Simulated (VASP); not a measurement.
The system is P3OsW.

```xyz
5
Lattice="3.6456 0.0000 0.0000 0.0000 3.6456 0.0000 0.0000 0.0000 6.2831" Properties=species:S:1:pos:R:3 pbc="T T T"
P     1.8228    1.8228    6.1704
P     0.0000    1.8228    2.4013
P     1.8228    0.0000    2.4013
Os    1.8228    1.8228    3.7663
W     0.0000    0.0000    0.7170
```

```yaml
Program: VASP 6.6.1
Task: relaxation of cell and atoms
Functional: PBE
Potentials_or_basis: VASP PAW PBE potentials, release 64 (P, Os, W_sv)
Cutoff: 600 eV
k_mesh: 6 × 6 × 4
Occupations: gaussian, width 0.1 eV
Spin: no spin polarisation
```

At the start: pressure 0.7 GPa; volume 16.70 Å³/atom.

Problem. How do energy, volume and symmetry change on relaxing?

Solution. Over 11 steps the energy falls by 4.9 meV/atom; space group P4mm (No. 99, to 0.1 Å) before and after.

The path:
| step | energy change (eV) | largest force (eV/Å) | pressure (GPa) | volume (Å³) |
| --- | --- | --- | --- | --- |
| 1 | 0.0000 | 0.9065 | 0.71 | 83.51 |
| 2 | 0.0151 | 1.3438 | -2.81 | 84.40 |
| 3 | -0.0177 | 0.1728 | -0.87 | 83.88 |
| 4 | -0.0188 | 0.1502 | 1.00 | 83.00 |
| 5 | -0.0202 | 0.0789 | 0.19 | 83.37 |
| 6 | -0.0213 | 0.0844 | 0.09 | 83.42 |
| 7 | -0.0215 | 0.1406 | 0.03 | 83.45 |
| 8 | -0.0224 | 0.1049 | -0.11 | 83.51 |
| 9 | -0.0235 | 0.1153 | -0.44 | 83.68 |
| 10 | -0.0241 | 0.0604 | -0.18 | 83.58 |
| 11 | -0.0243 | 0.0104 | 0.05 | 83.50 |

Final structure:
```
P Os W
1.0
     3.60965    0.00000    0.00000
     0.00000    3.60965    0.00000
     0.00000    0.00000    6.40863
P Os W
3 1 1
Direct
  0.50000 0.50000 0.97741
  0.00000 0.50000 0.38173
  0.50000 0.00000 0.38173
  0.50000 0.50000 0.60137
  0.00000 0.00000 0.11777
```

Caveat: an odd number of electrons without spin polarisation forces a metal; a magnetic or distorted state may lie lower.
